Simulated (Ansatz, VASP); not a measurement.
ZrB in VASP and in Ansatz

```
CELL_PARAMETERS angstrom
0.00000 2.24250 2.69010
2.24250 0.00000 2.69010
2.24250 2.24250 0.00000
ATOMIC_POSITIONS crystal
Zr 0.00000 0.00000 0.00000
B 0.50000 0.50000 0.50000
```

Alike in both runs: task single point; functional LDA; k mesh 18 × 18 × 18; occupations gaussian, width 0.15 eV; no spin polarisation.

```csv
,VASP,Ansatz
version,VASP 6.6.1,Ansatz 0.2.0
potentials or method,"VASP PAW LDA potentials, release 64 (Zr_sv, B), cutoff 520 eV","scalar-relativistic, plane waves, PAW"
valence electrons in the cell,15,15
```

```tsv
	VASP	Ansatz	Ansatz less VASP
gap on the k mesh at the Fermi level (eV)	none	none	-
pressure (GPa)	16.8	16.5	-0.33
traceless stress, the component that is largest in VASP (GPa)	-39.92	-39.77	+0.151
```

LDA's correlation is that of Perdew and Zunger in VASP and of Perdew and Wang (1992) in Ansatz. A gap of «none» marks a metal or a gap that the smearing closes.
